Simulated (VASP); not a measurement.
# CuGe4 in VASP: notebook

Runs on CuGe4. Level: PBE+D3(BJ). Tasks: single point.

Program: VASP 6.6.1. These are calculated values, not measurements. Logs are shortened: lines on timing, memory, paths and dates and some standing lists are left out, and cuts for length are marked.

### 1 The cell of the first run

The cell holds a slab with vacuum, 5 atoms: a = 4.030 Å, b = 4.030 Å, c = 21.598 Å, α = 90.00°, β = 90.00°, γ = 120.00°.

### 2 Single point, PBE+D3(BJ)

File INCAR:

```
SYSTEM = CuGe4
PREC = Accurate
ENCUT = 520
EDIFF = 1E-7
ISMEAR = 0
SIGMA = 0.1
LREAL = .FALSE.
LASPH = .TRUE.
NELM = 80
ALGO = Normal
ISIF = 2
LWAVE = .FALSE.
LCHARG = .TRUE.
LDIPOL = .TRUE.
IDIPOL = 3
DIPOL = 0.5 0.5 0.328
GGA = PE
IVDW = 12
LELF = .TRUE.
LVHAR = .TRUE.
LVACPOTAV = .TRUE.
NBANDS = 42
```

File KPOINTS:

```
Automatic mesh
0
G
  9 9 1
  0 0 0
```

File POSCAR:

```
CuGe4
1.0
    4.0303587907      0.0000000000      0.0000000000
   -2.0151793953      3.4903930991      0.0000000000
    0.0000000000      0.0000000000     21.5984135941
Ge Cu
4 1
Direct
    0.3333333333      0.6666666667      0.1851987871
    0.0000000000      0.0000000000      0.2232892486
    0.0000000000      0.0000000000      0.3443139717
    0.6666666667      0.3333333333      0.3795840634
    0.6666666667      0.7777777778      0.5092232143
```

Potentials or basis: VASP PAW PBE potentials, release 64 (Ge_d, Cu).

Started as:

```bash
> cat potpaw_PBE.64/Ge_d/POTCAR potpaw_PBE.64/Cu/POTCAR > POTCAR
> mpirun -np 1 vasp_std > vasp.out
```

OUTCAR:

```text
SYSTEM = CuGe4
   PREC = Accurate
   ENCUT = 520
   EDIFF = 1E-7
   ISMEAR = 0
   LREAL = .FALSE.
   LASPH = .TRUE.
   NELM = 80
   ISIF = 2
   GGA = PE
   IVDW = 12
 IVDW          = 12

 ion  position               nearest neighbor table
   1  0.333  0.667  0.185-   2 2.47   2 2.47   2 2.47
   2  0.000  0.000  0.223-   1 2.47   1 2.47   1 2.47   3 2.61
   3  0.000  0.000  0.344-   4 2.45   4 2.45   4 2.45   2 2.61
   4  0.667  0.333  0.380-   3 2.45   3 2.45   3 2.45
   5  0.667  0.778  0.509-

  LATTYP: Found a hexagonal cell.
 ALAT       =     4.0303587907
 C/A-ratio  =     5.3589307344

  Lattice vectors:

 A1 = (   4.0303587907,   0.0000000000,   0.0000000000)
 A2 = (  -2.0151793953,   3.4903930991,   0.0000000000)
 A3 = (   0.0000000000,   0.0000000000,  21.5984135941)

Analysis of symmetry for initial positions (statically):
=====================================================================
 Subroutine PRICEL returns:
 Original cell was already a primitive cell.

 Routine SETGRP: Setting up the symmetry group for a
 hexagonal supercell.

 Subroutine GETGRP returns: Found  1 space group operations
 (whereof  1 operations were pure point group operations)
 out of a pool of 24 trial point group operations.

The static configuration has the point symmetry C_1 .

Analysis of symmetry for dynamics (positions and initial velocities):
=====================================================================
 Subroutine PRICEL returns:
 Original cell was already a primitive cell.

 Routine SETGRP: Setting up the symmetry group for a
 hexagonal supercell.

 Subroutine GETGRP returns: Found  1 space group operations
 (whereof  1 operations were pure point group operations)
 out of a pool of 24 trial point group operations.

The dynamic configuration has the point symmetry C_1 .

 Subroutine INISYM returns: Found  1 space group operations
 (whereof  1 operations are pure point group operations),
 and found     1 'primitive' translations

----------------------------------------------------------------------------------------

                                     Primitive cell

  volume of cell :     303.8365

  direct lattice vectors                    reciprocal lattice vectors
     4.030358791  0.000000000  0.000000000     0.248116868  0.143250341  0.000000000
    -2.015179395  3.490393099  0.000000000     0.000000000  0.286500681  0.000000000
     0.000000000  0.000000000 21.598413594     0.000000000  0.000000000  0.046299697

  length of vectors
     4.030358791  4.030358791 21.598413594     0.286500681  0.286500681  0.046299697

  position of ions in fractional coordinates (direct lattice)
     0.333333333  0.666666667  0.185198787
     0.000000000  0.000000000  0.223289249
     0.000000000  0.000000000  0.344313972
     0.666666667  0.333333333  0.379584063
     0.666666667  0.777777778  0.509223214

  ion indices of the primitive-cell ions
   primitive index   ion index
                 1           1
                 2           2
                 3           3
                 4           4
                 5           5

----------------------------------------------------------------------------------------

 KPOINTS: Automatic mesh

Automatic generation of k-mesh.
 Grid dimensions read from file:
 generate k-points for:    9    9    1

 Generating k-lattice:

  Cartesian coordinates                     Fractional coordinates (reciprocal lattice)
     0.027568541  0.015916705  0.000000000     0.111111111 -0.000000000  0.000000000
     0.000000000  0.031833409  0.000000000     0.000000000  0.111111111  0.000000000
     0.000000000  0.000000000  0.046299697     0.000000000  0.000000000  1.000000000

  Length of vectors
     0.031833409  0.031833409  0.046299697

  Shift w.r.t. Gamma in fractional coordinates (k-lattice)
     0.000000000  0.000000000  0.000000000

 Subroutine IBZKPT returns following result:
 ===========================================

 Found     41 irreducible k-points:

 Following reciprocal coordinates:
            Coordinates               Weight
  0.000000  0.000000  0.000000      1.000000
  0.111111  0.000000  0.000000      2.000000
  0.000000  0.111111  0.000000      2.000000
 -0.111111  0.111111  0.000000      2.000000
  0.222222  0.000000  0.000000      2.000000
  0.000000  0.222222  0.000000      2.000000
[... 16 lines left out ...]
  0.333333  0.111111  0.000000      2.000000
 -0.111111  0.444444  0.000000      2.000000
 [... further k-points ...]
   k-points           NKPTS =     41   k-points in BZ     NKDIM =     41   number of bands    NBANDS=     42
   number of dos      NEDOS =    301   number of ions     NIONS =      5
   total plane-waves  NPLWV = 145800
   dimension x,y,z NGX =    30 NGY =   30 NGZ =  162
   dimension x,y,z NGXF=    60 NGYF=   60 NGZF=  324
   ions per type =               4   1
   NGX,Y,Z   is equivalent  to a cutoff of  12.37, 12.37, 12.47 a.u.
   NGXF,Y,Z  is equivalent  to a cutoff of  24.75, 24.75, 24.94 a.u.
 SYSTEM =  CuGe4
   PREC   = accura    normal or accurate (medium, high low for compatibility)
   ISTART =      0    job   : 0-new  1-cont  2-samecut
   ICHARG =      2    charge: 1-file 2-atom 10-const
   ISPIN  =      1    spin polarized calculation?
   LNONCOLLINEAR =      F non collinear calculations
   LSORBIT =      F    spin-orbit coupling
   LASPH  =      T    aspherical Exc in radial PAW
   ENCUT  =  520.0 eV  38.22 Ry    6.18 a.u.   7.49  7.49 40.16*2*pi/ulx,y,z
   NELM   =     80;   NELMIN=  2; NELMDL= -5     # of ELM steps
   EDIFF  = 0.1E-06   stopping-criterion for ELM
   LREAL  =      F    real-space projection
   EDIFFG = 0.1E-05   stopping-criterion for IOM
   NSW    =      0    number of steps for IOM
   IBRION =     -1    ionic relax: 0-MD 1-quasi-New 2-CG
   NFREE  =      0    steps in history (QN), initial steepest desc. (CG)
   ISIF   =      2    stress and relaxation
   ISYM   =      2    0-nonsym 1-usesym 2-fastsym
   POTIM  = 0.5000    time-step for ionic-motion
   TEBEG  =    0.0;   TEEND  =   0.0 temperature during run
   PSTRESS=    0.0 pullay stress
   NELECT =      67.0000    total number of electrons
   NUPDOWN=      -1.0000    fix difference up-down
   EMIN   =  10.00;   EMAX   =-10.00  energy-range for DOS
   EFERMI =   0.00;   METHOD = LEGACY
   ISMEAR =     0;   SIGMA  =   0.10  broadening in eV -4-tet -1-fermi 0-gaus
   EFERMI_NEDOS =   21; number of points for ismear=-14 and -15
   IALGO  =     38    algorithm
   IMIX   =      4    mixing-type and parameters
     AMIX     =   0.40;   BMIX     =  1.00
     AMIX_MAG =   1.60;   BMIX_MAG =  1.00
  volume/ion in A,a.u.               =      60.77       410.08
  Fermi-wavevector in a.u.,A,eV,Ry     =   0.989054  1.869040 13.309585  0.978227
  Thomas-Fermi vector in A             =   2.120625
   LORBIT       =      0    0 simple, 1 ext, 2 COOP (PROOUT), +10 PAW based schemes
   GGA     = PE    functional components
   LHFCALC =     F    Hartree Fock is set to
   AEXX    =    0.0000 exact exchange contribution
   IVDW    =    12    specifies the selected vdW correction
   LEPSILON=     F    determine dielectric tensor
   LRPA    =     F    only Hartree local field effects (RPA)
 non-spin polarized calculation
 Gauss-broadening in eV      SIGMA  =   0.10
  energy-cutoff  :      520.00
  volume of cell :      303.84
 maximum number of plane-waves:      8229
 NGX is ok and might be reduce to    30
   NGX = 15   NGY = 15   NGZ = 81

 dipolmoment           0.000000      0.000000      0.122665 electrons x Angstroem

 number of electron      67.0000021 magnetization

 dipolmoment           0.000000      0.000000     -0.007858 electrons x Angstroem

 Free energy of the ion-electron system (eV)
  ---------------------------------------------------
  ext. energy  EPLUGINS =         0.00000000
  ---------------------------------------------------
  free energy    TOTEN  =       -17.91729990 eV

  energy without entropy =      -17.89318272  energy(sigma->0) =      -17.90524131

 E-fermi :  -1.3501     XC(G=0):  -4.5766

 val. band max:       -1.3550650471   @ k =   0.4444   0.0000   0.0000
 cond. band min:      -1.3311464657   @ k =   0.1111   0.2222   0.0000
 fundamental gap:      0.0239185814
 Fermi energy:        -1.3500516174

 k-point     1 :       0.0000    0.0000    0.0000
  band No.  band energies     occupation
      1     -25.8182      2.00000
      2     -25.8165      2.00000
      3     -25.7784      2.00000
      4     -25.7615      2.00000
      5     -25.7592      2.00000
      6     -25.6872      2.00000
[... 34 lines left out ...]
     41       2.7998      0.00000
     42       2.8027      0.00000

 k-point     2 :       0.1111    0.0000    0.0000
  band No.  band energies     occupation
      1     -25.8216      2.00000
      2     -25.8210      2.00000
      3     -25.7818      2.00000
      4     -25.7546      2.00000
      5     -25.7520      2.00000
      6     -25.6889      2.00000
[... 34 lines left out ...]
     41       2.8017      0.00000
     42       3.3475      0.00000

 k-point     3 :       0.0000    0.1111    0.0000
  band No.  band energies     occupation
      1     -25.8227      2.00000
      2     -25.8198      2.00000
      3     -25.7816      2.00000
      4     -25.7558      2.00000
      5     -25.7511      2.00000
      6     -25.6882      2.00000
[... 34 lines left out ...]
     41       2.7859      0.00000
     42       3.3349      0.00000

 k-point     4 :      -0.1111    0.1111    0.0000
  band No.  band energies     occupation
      1     -25.8226      2.00000
      2     -25.8200      2.00000
      3     -25.7820      2.00000
      4     -25.7543      2.00000
      5     -25.7522      2.00000
      6     -25.6887      2.00000
[... 844 lines left out ...]
     41       3.6126      0.00000
     42       3.9329      0.00000

 k-point    23 :       0.3333    0.1111    0.0000
  band No.  band energies     occupation
      1     -25.8373      2.00000
      2     -25.8262      2.00000
      3     -25.7986      2.00000
      4     -25.7351      2.00000
      5     -25.7213      2.00000
      6     -25.6970      2.00000
[... 34 lines left out ...]
     41       4.0799      0.00000
     42       4.2829      0.00000

 k-point    24 :      -0.1111    0.4444    0.0000
  band No.  band energies     occupation
      1     -25.8364      2.00000
      2     -25.8263      2.00000
      3     -25.8001      2.00000
      4     -25.7338      2.00000
      5     -25.7217      2.00000
      6     -25.6964      2.00000
[... 34 lines left out ...]
     41       3.7537      0.00000
     42       4.3326      0.00000

 [... further k-points ...]

------------------------ aborting loop because EDIFF is reached ----------------------------------------

 Edisp (eV)   -1.20339

 E8    (eV) :    -0.5546

  FORCE on cell =-STRESS in cart. coord.  units (eV):
  Direction    XX          YY          ZZ          XY          YZ          ZX
  --------------------------------------------------------------------------------------
  -------------------------------------------------------------------------------------
  Total      -1.63596    -2.14883    -2.83288     0.52584    -0.33267     0.21950
  in kB      -8.62669   -11.33114   -14.93821     2.77285    -1.75424     1.15748
  external pressure =      -11.63 kB  Pullay stress =        0.00 kB

 VOLUME and BASIS-vectors are now :
 -----------------------------------------------------------------------------
  energy-cutoff  :      520.00
  volume of cell :      303.84
      direct lattice vectors                 reciprocal lattice vectors
     4.030358791  0.000000000  0.000000000     0.248116868  0.143250341  0.000000000
    -2.015179395  3.490393099  0.000000000     0.000000000  0.286500681  0.000000000
     0.000000000  0.000000000 21.598413594     0.000000000  0.000000000  0.046299697

 POSITION                                       TOTAL-FORCE (eV/Angst)
 -----------------------------------------------------------------------------------
     -0.00000      2.32693      4.00000        -0.019645     -0.041439      0.168122
      0.00000      0.00000      4.82269         0.015109      0.043886      0.011144
      0.00000      0.00000      7.43664         0.039379      0.006784     -0.227006
      2.01518      1.16346      8.19841        -0.111800      0.115346      0.839812
      1.11954      2.71475     10.99841         0.076957     -0.124577     -0.792072
 -----------------------------------------------------------------------------------
    total drift:                               -0.000659      0.001114      0.001335

  FREE ENERGIE OF THE ION-ELECTRON SYSTEM (eV)
  ---------------------------------------------------
  free  energy   TOTEN  =       -19.1206854587 eV

  energy  without entropy=      -19.0965682810  energy(sigma->0) =      -19.10862687

 vacuum level on the upper side and lower side of the slab         3.155         3.257
```

It took 12 min on 1 thread of Intel Xeon Platinum 8488C (Sapphire Rapids), shared host; peak memory 0.68 GiB.

Results:

- Free energy: -19.1207 eV
- Largest force: 0.855 eV/Å
- Band gap on the k mesh: zero (an odd number of electrons rules out a gap without spin polarisation)
- Dispersion energy per atom: -0.241 eV

Forces in eV/Å, atoms in the order of the input:
```
Ge  -0.020 -0.041  0.168
Ge   0.015  0.044  0.011
Ge   0.039  0.007 -0.227
Ge  -0.112  0.115  0.840
Cu   0.077 -0.125 -0.792
```

Caveat: an odd number of electrons without spin polarisation forces a metal; a magnetic or distorted state may lie lower.

### 3 Single point, PBE+D3(BJ)

File INCAR:

```
PREC = Accurate
ENCUT = 520
EDIFF = 1E-6
ISMEAR = 0
SIGMA = 0.1
LREAL = False
LASPH = True
NELM = 100
ALGO = Normal
ISIF = 2
LWAVE = False
LCHARG = False
LDIPOL = True
IDIPOL = 3
DIPOL = 0.5 0.5 0.328
GGA = PE
IVDW = 12
NBANDS = 42
```

File KPOINTS:

```
regular mesh
0
Gamma
  9 9 1
```

Changes to POSCAR since step 2:

```diff
@@ -12,2 +12,2 @@
     0.6666666667      0.3333333333      0.3795840634
-    0.6666666667      0.7777777778      0.5092232143
+    0.6666666667      1.0000000000      0.5092232143
```

Potentials or basis: VASP PAW PBE potentials, release 64 (Ge_d, Cu).

Started as:

```bash
> cat potpaw_PBE.64/Ge_d/POTCAR potpaw_PBE.64/Cu/POTCAR > POTCAR
> mpirun -np 1 vasp_std > vasp.out
```

Run time: 11 min. Hardware: 1 thread of Intel Xeon Platinum 8488C (Sapphire Rapids), shared host; peak memory 0.68 GiB.

Results (log left out):

* Free energy: -19.2311 eV
* Largest force: 0.982 eV/Å
* Band gap on the k mesh: zero (an odd number of electrons rules out a gap without spin polarisation)
* Dispersion energy per atom: -0.238 eV

Forces in eV/Å, atoms in the order of the input:
```
Ge  -0.045  0.039  0.163
Ge   0.043 -0.046  0.013
Ge   0.013  0.032 -0.231
Ge   0.136 -0.294  0.927
Cu  -0.147  0.269 -0.872
```

Levels at points of the mesh, in eV from the Fermi level:
| k point | band 30 | band 31 | band 32 | band 33 | band 34 | band 35 | band 36 | band 37 |
| --- | --- | --- | --- | --- | --- | --- | --- | --- |
| (0.00, 0.00, 0.00) | -0.89 | -0.55 | -0.52 | 0.04 | 0.05 | 0.71 | 1.17 | 1.74 |

Caveat: an odd number of electrons without spin polarisation forces a metal; a magnetic or distorted state may lie lower.

### 4 Single point, PBE+D3(BJ)

File INCAR:

```
ALGO = Normal
DIPOL = 0.5 0.5 0.328
EDIFF = 1E-6
ENCUT = 520
GGA = PE
IDIPOL = 3
ISIF = 2
ISMEAR = 0
IVDW = 12
LASPH = T
LCHARG = F
LDIPOL = T
LREAL = F
LWAVE = F
NBANDS = 42
NELM = 80
PREC = Accurate
SIGMA = 0.1
```

File KPOINTS:

```
k-points
0
Gamma
  9 9 1
```

Changes to POSCAR since step 3:

```diff
@@ -12,2 +12,2 @@
     0.6666666667      0.3333333333      0.3795840634
-    0.6666666667      1.0000000000      0.5092232143
+    0.6666666667      0.5555555556      0.5092232143
```

Started as:

```bash
> cat potpaw_PBE.64/Ge_d/POTCAR potpaw_PBE.64/Cu/POTCAR > POTCAR
> mpirun -np 1 vasp_std > vasp.out
```

It took 12 min on 1 thread of AMD EPYC 7R13 (Zen 3), shared host; peak memory 0.64 GiB.

The run converged. Its results:

| Quantity | Value |
| --- | --- |
| Free energy | -19.3604 eV |
| Largest force | 0.935 eV/Å |
| Band gap on the k mesh | zero (an odd number of electrons rules out a gap without spin polarisation) |
| Dispersion energy per atom | -0.232 eV |

Forces on the atoms (eV/Å):
```
Ge   0.022 -0.054  0.157
Ge  -0.025  0.051  0.040
Ge   0.021 -0.002 -0.276
Ge  -0.145  0.216  0.899
Cu   0.127 -0.210 -0.819
```

Levels at points of the mesh, in eV from the Fermi level:
```
           k point  band 29  band 30  band 31  band 32  band 33  band 34  band 35  band 36  band 37  band 38
(0.00, 0.00, 0.00)    -0.97    -0.85    -0.52    -0.50     0.06     0.07     0.73     1.19     1.71     3.66
```

Caveat: an odd number of electrons without spin polarisation forces a metal; a magnetic or distorted state may lie lower.

### 5 Overview

| cell | gap on the mesh (eV) | largest force (eV/Å) |
| --- | --- | --- |
| as given, atomic positions A | none | 0.86 |
| as given, atomic positions B | none | 0.98 |
| as given, atomic positions C | none | 0.94 |

Alike in all rows: task single point; level PBE+D3(BJ); potentials or basis VASP PAW PBE potentials, release 64 (Ge_d, Cu); no spin polarisation; k mesh 9 × 9 × 1; cutoff (eV) 520; smearing gaussian 0.1 eV.

Caveats: an odd number of electrons without spin polarisation forces a metal; a magnetic or distorted state may lie lower.

Absolute energies hang on the potentials; compare differences alone.

The gap in the log of VASP goes by the Fermi energy; the results here count the filled bands.